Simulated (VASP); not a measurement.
Wanted: the native input for a VASP 6.6.1 run.

| Item | Value |
| --- | --- |
| Task | relaxation of cell and atoms |
| Functional | PBE |
| Potentials or basis | VASP PAW PBE potentials, release 64 (Ge_d, Te, O) |
| Cutoff | 600 eV |
| k mesh | 3 × 3 × 1 |
| Occupations | gaussian, width 0.15 eV |
| Spin | no spin polarisation |
| Dipole correction | no |
| Further INCAR settings | ALGO = Normal; EDIFF = 1e-06; IBRION = 2; EDIFFG = -0.08; NSW = 36; ISIF = 3 |

The structure of Ge3Te2O lies in POSCAR:

```
Ge3Te2O
1.0
    4.0000000000      0.0000000000      0.0000000000
    0.0000000000      4.0000000000      0.0000000000
    0.0000000000      0.0000000000     16.3000000000
Ge Te O
6 4 2
Direct
    0.0000000000      0.5000000000      0.5830000000
    0.0000000000      0.5000000000      0.2500000000
    0.0000000000      0.5000000000      0.9230000000
    0.5000000000      0.0000000000      0.0770000000
    0.5000000000      0.0000000000      0.4170000000
    0.5000000000      0.0000000000      0.7500000000
    0.0000000000      0.5000000000      0.4170000000
    0.0000000000      0.5000000000      0.7500000000
    0.5000000000      0.0000000000      0.5830000000
    0.5000000000      0.0000000000      0.2500000000
    0.5000000000      0.5000000000      0.0000000000
    0.0000000000      0.0000000000      0.0000000000
```

One way to write it, as run:

INCAR

```
SYSTEM = Ge3Te2O
PREC = Accurate
ENCUT = 600
EDIFF = 1E-6
ISMEAR = 0
SIGMA = 0.15
LREAL = .False.
LASPH = .True.
NELM = 100
ALGO = Normal
ISIF = 3
LWAVE = .False.
LCHARG = .False.
GGA = PE
IBRION = 2
NSW = 36
EDIFFG = -0.08
```

KPOINTS

```
Automatic mesh
0
Gamma
  3 3 1
  0 0 0
```

Potentials or basis: VASP PAW PBE potentials, release 64 (Ge_d, Te, O).

Command:

```console
$ cat potpaw_PBE.64/Ge_d/POTCAR potpaw_PBE.64/Te/POTCAR potpaw_PBE.64/O/POTCAR > POTCAR
$ mpirun -np 1 vasp_std > vasp.out
```

Results of the run:

- Relaxed volume: 26.18 Å³/atom
- Relaxed cell: a = 4.144 Å, b = 4.144 Å, c = 18.297 Å, α = 90.00°, β = 90.00°, γ = 90.00°
- Space group after relaxing (to 0.1 Å): P4/nmm (No. 129)
- Energy gained by relaxing: 296.8 meV/atom
- Ionic steps: 16
- Pressure after relaxing: -0.1 GPa
- Largest force after relaxing: 0.061 eV/Å
- Band gap on the k mesh: 0.71 eV

Caveat: the k points lie up to 0.51 Å⁻¹ apart in the final cell; the volume moved by over 15 % at a fixed basis, so the end points are rough; spin-orbit coupling is left out, which moves the levels of the heavy elements; the relaxation stopped at a loose force limit of 0.08 eV/Å, so its end isn't a converged minimum.

It took 25 min on 1 thread of Intel Xeon 8259CL, with other jobs on the host, peak memory 0.43 GiB.
